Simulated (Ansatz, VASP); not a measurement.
**One calculation of TaAl5B, two programs**

```
Ta Al B
1.0
     3.78912    0.00000    0.00000
     0.00000    3.78912    0.00000
     0.00000    0.00000    7.89474
Ta Al B
1 5 1
Cartesian
  0.0000 0.0000 3.9474
  0.0000 1.8946 1.9505
  0.0000 1.8946 5.9443
  1.8946 0.0000 1.9505
  1.8946 0.0000 5.9443
  1.8946 1.8946 0.0000
  0.0000 0.0000 0.0000
```

Change from the starting cell: species swapped into the SmIn5Rh type (P4/mmm, No. 123).

Alike in both runs: functional PBE; k mesh 4 × 4 × 3; occupations gaussian, width 0.2 eV; no spin polarisation.

Ansatz relaxed the structure, and its values are those at the end. VASP's run is a single point on that final structure, the one shown.

```csv
,VASP,Ansatz
version,VASP 6.6.1,Ansatz 0.2.0
potentials or method,"VASP PAW PBE potentials, release 64 (Ta_pv, Al, B), cutoff 500 eV","scalar-relativistic, plane waves, PAW"
valence electrons in the cell,29,31
```

```csv
,VASP,Ansatz,Ansatz less VASP
gap on the k mesh at the Fermi level (eV),none,none,-
pressure (GPa),0.0,0.0,+0.03
```

A gap of «none» marks a metal or a gap that the smearing closes. VASP's potentials hold 29 valence electrons a cell and Ansatz's 31, so a difference there can come from the potentials and not from the codes.

The k mesh is coarse, so the values compare programs but aren't converged. Neither program's run includes spin-orbit coupling.
